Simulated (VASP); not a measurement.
# Mo (I4_1/amd) in VASP: single point with LDA

Aim: the single point of Mo with LDA.

All numbers are computed with VASP 6.6.1; they aren't measurements. Logs are shortened: lines on timing, memory, paths and dates and some standing lists are left out, and cuts for length are marked.

### Step 1. The cell of the first run

The structure is tetragonal, space group I4_1/amd (No. 141). Conventional cell: a = 4.511 Å, b = 4.511 Å, c = 2.362 Å, α = 90.00°, β = 90.00°, γ = 90.00°. Within 3.1 Å of Mo (site symmetry -4m2) lie 10 Mo at 2.33 to 2.87 Å.

### Step 2. Single point, LDA

The input, INCAR:

```
PREC     = Accurate       # precision mode
ENCUT    = 520            # plane-wave cutoff, eV
EDIFF    = 1E-7           # SCF threshold, eV
ISMEAR   = -1             # smearing method
SIGMA    = 0.05           # smearing width, eV
LREAL    = False          # projectors in reciprocal space
LASPH    = True           # aspherical terms in the spheres
NELM     = 60             # most SCF steps
ALGO     = Normal         # electronic algorithm
ISIF     = 2              # what is computed and relaxed
LWAVE    = False          # write WAVECAR
LCHARG   = True           # write CHGCAR
GGA      = CA             # functional
LELF     = True           # ELF
LVHAR    = True         
NBANDS   = 21             # bands
```

The input, KPOINTS:

```
regular mesh
0
Gamma
  18 18 18
```

The input, POSCAR:

```
Mo
1.0
   -2.2557152107      2.2557152107      1.1809644758
    2.2557152107     -2.2557152107      1.1809644758
    2.2557152107      2.2557152107     -1.1809644758
Mo
2
Direct
   -0.3750000000     -0.1250000000     -0.2500000000
    0.3750000000      0.1250000000      0.2500000000
```

Potentials or basis: VASP PAW LDA potentials, release 64 (Mo_sv).

On the command line:

```sh
cat potpaw_LDA.64/Mo_sv/POTCAR > POTCAR
mpirun -np 1 vasp_std > vasp.out
```

OUTCAR:

```text
PREC = Accurate
   ENCUT = 520
   EDIFF = 1E-7
   ISMEAR = -1
   LREAL = False
   LASPH = True
   NELM = 60
   ISIF = 2
   GGA = CA

 ion  position               nearest neighbor table
   1  0.625  0.875  0.750-   2 2.33   2 2.33   2 2.33   2 2.33   2 2.87   2 2.87   2 2.87   2 2.87

   2  0.375  0.125  0.250-   1 2.33   1 2.33   1 2.33   1 2.33   1 2.87   1 2.87   1 2.87   1 2.87

  LATTYP: Found a body centered tetragonal cell.
 ALAT       =     4.5114304214
 C/A-ratio  =     0.5235432515

  Lattice vectors:

 A1 = (  -2.2557152107,   2.2557152107,   1.1809644758)
 A2 = (   2.2557152107,  -2.2557152107,   1.1809644758)
 A3 = (   2.2557152107,   2.2557152107,  -1.1809644758)

Analysis of symmetry for initial positions (statically):
=====================================================================
 Subroutine PRICEL returns:
 Original cell was already a primitive cell.

 Routine SETGRP: Setting up the symmetry group for a
 body centered tetragonal supercell.

 Subroutine GETGRP returns: Found 16 space group operations
 (whereof  4 operations were pure point group operations)
 out of a pool of 16 trial point group operations.

The static configuration has the point symmetry C_2h.
 The point group associated with its full space group is D_4h.

Analysis of symmetry for dynamics (positions and initial velocities):
=====================================================================
 Subroutine PRICEL returns:
 Original cell was already a primitive cell.

 Routine SETGRP: Setting up the symmetry group for a
 body centered tetragonal supercell.

 Subroutine GETGRP returns: Found 16 space group operations
 (whereof  4 operations were pure point group operations)
 out of a pool of 16 trial point group operations.

The dynamic configuration has the point symmetry C_2h.
 The point group associated with its full space group is D_4h.

 Subroutine INISYM returns: Found 16 space group operations
 (whereof  4 operations are pure point group operations),
 and found     1 'primitive' translations

----------------------------------------------------------------------------------------

                                     Primitive cell

  volume of cell :      24.0362

  direct lattice vectors                    reciprocal lattice vectors
    -2.255715211  2.255715211  1.180964476     0.000000000  0.221659187  0.423382761
     2.255715211 -2.255715211  1.180964476     0.221659187  0.000000000  0.423382761
     2.255715211  2.255715211 -1.180964476     0.221659187  0.221659187  0.000000000

  length of vectors
     3.401643620  3.401643620  3.401643620     0.477897225  0.477897225  0.313473429

  position of ions in fractional coordinates (direct lattice)
     0.625000000  0.875000000  0.750000000
     0.375000000  0.125000000  0.250000000

  ion indices of the primitive-cell ions
   primitive index   ion index
                 1           1
                 2           2

----------------------------------------------------------------------------------------

 KPOINTS: regular mesh

Automatic generation of k-mesh.
 Grid dimensions read from file:
 generate k-points for:   18   18   18

 Generating k-lattice:

  Cartesian coordinates                     Fractional coordinates (reciprocal lattice)
     0.000000000  0.012314399  0.023521264     0.055555556  0.000000000  0.000000000
     0.012314399  0.000000000  0.023521264     0.000000000  0.055555556  0.000000000
     0.012314399  0.012314399  0.000000000     0.000000000  0.000000000  0.055555556

  Length of vectors
     0.026549846  0.026549846  0.017415190

  Shift w.r.t. Gamma in fractional coordinates (k-lattice)
     0.000000000  0.000000000  0.000000000

 Subroutine IBZKPT returns following result:
 ===========================================

 Found    480 irreducible k-points:

 Following reciprocal coordinates:
            Coordinates               Weight
  0.000000  0.000000  0.000000      1.000000
  0.055556  0.000000 -0.000000      8.000000
  0.111111  0.000000 -0.000000      8.000000
  0.166667  0.000000 -0.000000      8.000000
  0.222222  0.000000 -0.000000      8.000000
  0.277778  0.000000 -0.000000      8.000000
[... 16 lines left out ...]
 -0.277778  0.055556  0.000000     16.000000
 -0.222222  0.055556  0.000000     16.000000
 [... further k-points ...]
   k-points           NKPTS =    480   k-points in BZ     NKDIM =    480   number of bands    NBANDS=     21
   number of dos      NEDOS =    301   number of ions     NIONS =      2
   total plane-waves  NPLWV =  21952
   dimension x,y,z NGX =    28 NGY =   28 NGZ =   28
   dimension x,y,z NGXF=    56 NGYF=   56 NGZF=   56
   ions per type =               2
   NGX,Y,Z   is equivalent  to a cutoff of  13.68, 13.68, 13.68 a.u.
   NGXF,Y,Z  is equivalent  to a cutoff of  27.37, 27.37, 27.37 a.u.
 SYSTEM =  unknown system
   PREC   = accura    normal or accurate (medium, high low for compatibility)
   ISTART =      0    job   : 0-new  1-cont  2-samecut
   ICHARG =      2    charge: 1-file 2-atom 10-const
   ISPIN  =      1    spin polarized calculation?
   LNONCOLLINEAR =      F non collinear calculations
   LSORBIT =      F    spin-orbit coupling
   LASPH  =      T    aspherical Exc in radial PAW
   ENCUT  =  520.0 eV  38.22 Ry    6.18 a.u.   6.32  6.32  6.32*2*pi/ulx,y,z
   NELM   =     60;   NELMIN=  2; NELMDL= -5     # of ELM steps
   EDIFF  = 0.1E-06   stopping-criterion for ELM
   LREAL  =      F    real-space projection
   EDIFFG = 0.1E-05   stopping-criterion for IOM
   NSW    =      0    number of steps for IOM
   IBRION =     -1    ionic relax: 0-MD 1-quasi-New 2-CG
   NFREE  =      0    steps in history (QN), initial steepest desc. (CG)
   ISIF   =      2    stress and relaxation
   ISYM   =      2    0-nonsym 1-usesym 2-fastsym
   POTIM  = 0.5000    time-step for ionic-motion
   TEBEG  =    0.0;   TEEND  =   0.0 temperature during run
   PSTRESS=    0.0 pullay stress
   NELECT =      28.0000    total number of electrons
   NUPDOWN=      -1.0000    fix difference up-down
   EMIN   =  10.00;   EMAX   =-10.00  energy-range for DOS
   EFERMI =   0.00;   METHOD = LEGACY
   ISMEAR =    -1;   SIGMA  =   0.05  broadening in eV -4-tet -1-fermi 0-gaus
   EFERMI_NEDOS =   21; number of points for ismear=-14 and -15
   IALGO  =     38    algorithm
   IMIX   =      4    mixing-type and parameters
     AMIX     =   0.40;   BMIX     =  1.00
     AMIX_MAG =   1.60;   BMIX_MAG =  1.00
  volume/ion in A,a.u.               =      12.02        81.10
  Fermi-wavevector in a.u.,A,eV,Ry     =   1.722552  3.255152 40.371017  2.967186
  Thomas-Fermi vector in A             =   2.798595
   LORBIT       =      0    0 simple, 1 ext, 2 COOP (PROOUT), +10 PAW based schemes
   GGA     = CA    functional components
   LHFCALC =     F    Hartree Fock is set to
   AEXX    =    0.0000 exact exchange contribution
   IVDW    =     0    specifies the selected vdW correction
   LEPSILON=     F    determine dielectric tensor
   LRPA    =     F    only Hartree local field effects (RPA)
 non-spin polarized calculation
  energy-cutoff  :      520.00
  volume of cell :       24.04
 maximum number of plane-waves:       673
 NGX is ok and might be reduce to    28
   NGX = 13   NGY = 13   NGZ = 13

 number of electron      27.9999999 magnetization

 Free energy of the ion-electron system (eV)
  ---------------------------------------------------
  ext. energy  EPLUGINS =         0.00000000
  ---------------------------------------------------
  free energy    TOTEN  =       -20.12704194 eV

  energy without entropy =      -20.11724349  energy(sigma->0) =      -20.12214271

 E-fermi :  17.1428     XC(G=0): -15.0233

 val. band max:       17.1415831164   @ k =  -0.1667  -0.4444   0.1667
 cond. band min:      17.1466876048   @ k =   0.3333   0.2778   0.1667
 fundamental gap:      0.0051044884
 Fermi energy:        17.1428499403

 k-point     1 :       0.0000    0.0000    0.0000
  band No.  band energies     occupation
      1     -44.2792      2.00000
      2     -42.9333      2.00000
      3     -19.4587      2.00000
      4     -19.4587      2.00000
      5     -16.4459      2.00000
      6     -16.4459      2.00000
[... 13 lines left out ...]
     20      26.4231      0.00000
     21      26.4231      0.00000

 k-point     2 :       0.0556    0.0000   -0.0000
  band No.  band energies     occupation
      1     -44.2548      2.00000
      2     -42.9267      2.00000
      3     -19.4474      2.00000
      4     -19.4197      2.00000
      5     -16.5182      2.00000
      6     -16.4387      2.00000
[... 13 lines left out ...]
     20      26.7337      0.00000
     21      27.1610      0.00000

 k-point     3 :       0.1111    0.0000   -0.0000
  band No.  band energies     occupation
      1     -44.1839      2.00000
      2     -42.9080      2.00000
      3     -19.4146      2.00000
      4     -19.3079      2.00000
      5     -16.8027      2.00000
      6     -16.7212      2.00000
[... 13 lines left out ...]
     20      27.7257      0.00000
     21      28.4566      0.00000

 k-point     4 :       0.1667    0.0000   -0.0000
  band No.  band energies     occupation
      1     -44.0724      2.00000
      2     -42.8804      2.00000
      3     -19.3633      2.00000
      4     -19.1399      2.00000
      5     -17.2800      2.00000
      6     -17.1535      2.00000
[... 13 lines left out ...]
     20      29.2042      0.00000
     21      29.9726      0.00000

 k-point     5 :       0.2222    0.0000   -0.0000
  band No.  band energies     occupation
      1     -43.9302      2.00000
      2     -42.8488      2.00000
      3     -19.2984      2.00000
      4     -18.9547      2.00000
      5     -17.8486      2.00000
      6     -17.6277      2.00000
[... 13 lines left out ...]
     20      30.6051      0.00000
     21      31.1889      0.00000

 k-point     6 :       0.2778    0.0000   -0.0000
  band No.  band energies     occupation
      1     -43.7710      2.00000
      2     -42.8191      2.00000
      3     -19.2269      2.00000
      4     -18.8798      2.00000
      5     -18.3911      2.00000
      6     -18.0101      2.00000
[... 13 lines left out ...]
     20      30.9888      0.00000
     21      31.4904      0.00000

 k-point     7 :       0.3333    0.0000    0.0000
  band No.  band energies     occupation
      1     -43.6112      2.00000
      2     -42.7974      2.00000
      3     -19.1573      2.00000
      4     -19.1569      2.00000
      5     -18.8044      2.00000
      6     -18.0591      2.00000
[... 13 lines left out ...]
     20      30.2339      0.00000
     21      31.1471      0.00000
[... 291 lines left out ...]
      1     -43.4349      2.00000
      2     -42.8236      2.00000
      3     -19.5691      2.00000
      4     -19.1493      2.00000
      5     -19.0807      2.00000
      6     -17.7095      2.00000
[... 13 lines left out ...]
     20      28.8510      0.00000
     21      30.8017      0.00000

 k-point    21 :      -0.3889    0.0556    0.0000
  band No.  band energies     occupation
      1     -43.5688      2.00000
      2     -42.8410      2.00000
      3     -19.2461      2.00000
      4     -19.0863      2.00000
      5     -18.8242      2.00000
      6     -17.8609      2.00000
[... 13 lines left out ...]
     20      29.5191      0.00000
     21      30.9246      0.00000

 k-point    22 :      -0.3333    0.0556    0.0000
  band No.  band energies     occupation
      1     -43.7274      2.00000
      2     -42.8645      2.00000
      3     -19.2491      2.00000
      4     -18.8016      2.00000
      5     -18.4335      2.00000
      6     -17.8919      2.00000
[... 13 lines left out ...]
     20      30.0242      0.00000
     21      31.4538      0.00000

 k-point    23 :      -0.2778    0.0556    0.0000
  band No.  band energies     occupation
      1     -43.8893      2.00000
      2     -42.8919      2.00000
      3     -19.3144      2.00000
      4     -18.8160      2.00000
      5     -17.9155      2.00000
      6     -17.5907      2.00000
[... 13 lines left out ...]
     20      29.7871      0.00000
     21      31.5052      0.00000

 k-point    24 :      -0.2222    0.0556    0.0000
  band No.  band energies     occupation
      1     -44.0368      2.00000
      2     -42.9183      2.00000
      3     -19.3737      2.00000
      4     -19.0086      2.00000
      5     -17.3678      2.00000
      6     -17.1432      2.00000
[... 13 lines left out ...]
     20      28.7000      0.00000
     21      30.5464      0.00000

 [... further k-points ...]
[... 5 lines left out ...]
  --------------------------------------------------------------------------------------
  -------------------------------------------------------------------------------------
  Total       18.4803116     18.4803116     18.4948505     -0.0000000      0.0000000     -0.0000000
  in kB     1231.8405906   1231.8405906   1232.8097092     -0.0000000      0.0000000     -0.0000000
  external PRESSURE =    1232.1636301 kB  Pullay stress =       0.0000000 kB

 VOLUME and BASIS-vectors are now :
 -----------------------------------------------------------------------------
  energy-cutoff  :      520.00
  volume of cell :       24.04
      direct lattice vectors                 reciprocal lattice vectors
    -2.255715211  2.255715211  1.180964476     0.000000000  0.221659187  0.423382761
     2.255715211 -2.255715211  1.180964476     0.221659187  0.000000000  0.423382761
     2.255715211  2.255715211 -1.180964476     0.221659187  0.221659187  0.000000000

 POSITION                                       TOTAL-FORCE (eV/Angst)
 -----------------------------------------------------------------------------------
      2.25572      1.12786      0.88572        -0.000000      0.000000      0.000000
      0.00000      1.12786      0.29524         0.000000     -0.000000     -0.000000
 -----------------------------------------------------------------------------------
    total drift:                               -0.000000      0.000000     -0.000000

  FREE ENERGIE OF THE ION-ELECTRON SYSTEM (eV)
  ---------------------------------------------------
  free  energy   TOTEN  =       -20.1270419365 eV

  energy  without entropy=      -20.1172434926  energy(sigma->0) =      -20.12214271
```

It took 4 min on 1 thread of Intel Xeon Platinum 8375C at 2.90GHz (Ice Lake), shared host; peak memory 0.3 GiB.

Results:

```
Free energy            : -20.1270 eV
Pressure               : 123.2 GPa
Band gap on the k mesh : zero (band 14 reaches 19.51 eV, above the bottom of band 15 at 15.19 eV)
```

Levels at points of the mesh, in eV from the Fermi level:
```
           k point  band 11  band 12  band 13  band 14  band 15  band 16  band 17  band 18
(0.00, 0.00, 0.00)    -5.74    -4.80    -4.30     2.10     2.10     2.24     2.24     6.04
(0.50, 0.00, 0.00)    -4.96    -2.92    -1.44    -0.68     1.81     2.01     4.30     4.73
(0.50, 0.50, 0.00)    -4.05    -4.05    -1.47    -1.47     1.74     1.74     3.85     3.85
(0.50, 0.50, 0.50)    -3.67    -3.67     0.70     0.70     0.76     0.76     3.09     3.09
```
